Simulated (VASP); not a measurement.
Here is a VASP 6.6.1 calculation.

INCAR

```
SYSTEM = BaTiO3
PREC = Accurate
ENCUT = 520
EDIFF = 1E-7
ISMEAR = 0
SIGMA = 0.01
LREAL = .FALSE.
LASPH = .TRUE.
NELM = 150
ALGO = Normal
ISIF = 2
LWAVE = .FALSE.
LCHARG = .FALSE.
LMAXMIX = 4
LDAU = .TRUE.
LDAUTYPE = 2
LDAUL = -1 2 -1
LDAUU = 0 3 0
LDAUJ = 0 0 0
LDAUPRINT = 1
GGA = PE
NBANDS = 28
```

Contents of KPOINTS:

```
regular mesh
0
G
  6 6 6
  0 0 0
```

File POSCAR:

```
BaTiO3
1.0
    4.0060000000      0.0000000000      0.0000000000
    0.0000000000      4.0060000000      0.0000000000
    0.0000000000      0.0000000000      4.0060000000
Ba Ti O
1 1 3
Direct
    0.5000000000      0.5000000000      0.5000000000
    0.0000000000      0.0000000000      0.0000000000
    0.5000000000      0.0000000000      0.0000000000
    0.0000000000      0.5000000000      0.0000000000
    0.0000000000      0.0000000000      0.5000000000
```

Potentials or basis: VASP PAW PBE potentials, release 64 (Ba_sv, Ti_sv, O).

The run is started by

```bash
$ cat potpaw_PBE.64/Ba_sv/POTCAR potpaw_PBE.64/Ti_sv/POTCAR potpaw_PBE.64/O/POTCAR > POTCAR
$ mpirun -np 1 vasp_std > vasp.out
```

Problem. Predict the pressure.

Solution. 5.8 GPa.

Problem. Estimate the band gap on the k mesh.

Solution. 2.08 eV (least direct gap 2.26 eV).

Eigenvalues of the final occupation matrices:
```
    site  spin  trace               eigenvalues
site 2 d     1   0.80  0.11 0.11 0.11 0.24 0.24
site 2 d     2   0.80  0.11 0.11 0.11 0.24 0.24
```

Caveat: the cell stands under pressure; spin-orbit coupling is left out, which moves the levels of the heavy elements. A k mesh can miss the band edges.
